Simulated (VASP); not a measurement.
Wanted: the native input for a VASP 6.6.1 run.

```
Task                   : single point
Functional             : PBE
Potentials or basis    : VASP PAW PBE potentials, release 64 (Si)
Cutoff                 : 520 eV
k mesh                 : 15 × 15 × 8
Occupations            : gaussian, width 0.2 eV
Spin                   : no spin polarisation
Dipole correction      : no
Further INCAR settings : ALGO = Normal; EDIFF = 1e-07; NBANDS = 11
```

The structure of Si lies in POSCAR:

```
Si
1.0
    2.4440000000      0.0000000000      0.0000000000
   -1.2220000000      2.1165660900      0.0000000000
    0.0000000000      0.0000000000      4.1520000000
Si
2
Direct
    0.3333333333      0.6666666667      0.2500000000
    0.6666666667      0.3333333333      0.7500000000
```

This isn't the form of Si at room conditions, which is diamond.

These files were run (other wordings do the same):

INCAR

```
SYSTEM = Si
PREC = Accurate
ENCUT = 520
EDIFF = 1E-7
ISMEAR = 0
SIGMA = 0.2
LREAL = .False.
LASPH = .True.
NELM = 80
ALGO = Normal
ISIF = 2
LWAVE = .False.
LCHARG = .True.
GGA = PE
LELF = .True.
LVHAR = .True.
NBANDS = 11
```

KPOINTS

```
regular mesh
0
Gamma
  15 15 8
  0 0 0
```

Potentials or basis: VASP PAW PBE potentials, release 64 (Si).

The run is started by

```bash
$ cat potpaw_PBE.64/Si/POTCAR > POTCAR
$ mpirun -np 1 vasp_std > vasp.out
```

It gave:

```
Pressure               : 49.0 GPa
Band gap on the k mesh : zero (bands 4 and 5 overlap by 15.31 eV)
```

Caveat: the cell stands under pressure.

It took 19 s on 1 thread of Intel(R) Xeon(R) Platinum 8488C (Sapphire Rapids), with other jobs on the host, peak memory 0.14 GiB.
